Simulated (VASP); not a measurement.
A run of VASP 6.6.1 is set up as follows.

Contents of INCAR:

```
SYSTEM = Ti3S2
PREC     = Accurate       ! precision mode
ENCUT    = 520            ! plane-wave cutoff, eV
EDIFF    = 1E-7           ! SCF threshold, eV
ISMEAR   = 1              ! smearing method
SIGMA    = 0.1            ! smearing width, eV
LREAL    = .FALSE.        ! projectors in reciprocal space
LASPH    = .TRUE.         ! aspherical terms in the spheres
NELM     = 100            ! most SCF steps
ALGO     = Normal         ! electronic algorithm
ISIF     = 2              ! what is computed and relaxed
LWAVE    = .FALSE.        ! write WAVECAR
LCHARG   = .FALSE.        ! write CHGCAR
GGA      = RP             ! functional
IVDW     = 12             ! dispersion correction
NBANDS   = 32             ! bands
```

KPOINTS

```
Automatic mesh
0
G
  6 6 6
  0 0 0
```

POSCAR

```
Ti3S2
1.0
    2.7131139200      1.5664170500      3.2376184000
   -2.7131139200      1.5664170500      3.2376184000
    0.0000000000     -3.1328341100      3.2376184000
Ti S
3 2
Direct
    0.3356550000      0.6643450000      0.0000000000
    0.6643450000      0.0000000000      0.3356550000
    0.0000000000      0.3356550000      0.6643450000
    0.8321610000      0.8321610000      0.8321610000
    0.1678390000      0.1678390000      0.1678390000
```

Potentials or basis: VASP PAW PBE potentials, release 64 (Ti_sv, S).

Run with:

```bash
$ cat potpaw_PBE.64/Ti_sv/POTCAR potpaw_PBE.64/S/POTCAR > POTCAR
$ mpirun -np 1 vasp_std > vasp.out
```

What does it give for the largest force?

0.125 eV/Å.

Predict the band gap on the k mesh.

zero (band 24 reaches 8.73 eV, above the bottom of band 25 at 8.51 eV).

What does it give for the pressure?

-25.3 GPa.

Stress tensor (GPa, compression positive):
```
-25.97   0.00   0.00
  0.00 -25.97   0.00
  0.00   0.00 -23.88
```

Caveat: the PAW data sets were made with another functional, which shifts forces and pressure a little; pairwise dispersion overbinds metals, which lowers pressure and volume.
